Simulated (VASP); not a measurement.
ZnO: single point with r2SCAN

Crystal: ZnO.

```
Zn O
1.0
     2.64617    0.00000    0.00000
     0.00000    2.64617    0.00000
     0.00000    0.00000    2.64617
Zn O
1 1
Direct
  0.00000 0.00000 0.00000
  0.50000 0.50000 0.50000
```

* Program: VASP 6.6.1
* Task: single point
* Functional: r2SCAN
* Potentials or basis: VASP PAW PBE potentials, release 64 (Zn, O_h)
* Cutoff: 1480 eV
* k mesh: 10 × 10 × 10
* Occupations: fermi-dirac, width 0.02 eV
* Spin: no spin polarisation

| Property | Result |
| --- | --- |
| Pressure | 1.3 GPa |
| Band gap on the k mesh | zero (bands 9 and 10 overlap by 0.04 eV) |

Levels at points of the mesh, in eV from the Fermi level:
| k point | band 5 | band 6 | band 7 | band 8 | band 9 | band 10 | band 11 | band 12 | band 13 | band 14 |
| --- | --- | --- | --- | --- | --- | --- | --- | --- | --- | --- |
| (0.00, 0.00, 0.00) | -5.59 | -5.59 | -1.37 | -1.37 | -1.37 | -0.09 | 15.14 | 15.14 | 19.14 | 19.14 |
| (0.50, 0.00, 0.00) | -6.25 | -5.55 | -4.69 | -0.05 | -0.05 | 6.03 | 7.52 | 16.95 | 16.95 | 18.39 |
| (0.50, 0.50, 0.00) | -5.78 | -5.31 | -5.23 | -5.23 | -0.24 | 3.33 | 11.32 | 11.32 | 17.04 | 22.88 |
| (0.50, 0.50, 0.50) | -5.29 | -5.29 | -1.53 | -1.53 | -1.53 | 6.25 | 6.25 | 6.25 | 10.70 | 22.64 |

It took 2.3 min on 1 thread of Intel(R) Xeon(R) Platinum 8488C (Sapphire Rapids) (shared host), peak memory 0.26 GiB.

Caveat: the structure was generated, so it needn't be the stable form of ZnO; semilocal functionals underestimate gaps, and a narrow one can read as zero; the PAW data sets were made with another functional, which shifts forces and pressure a little.
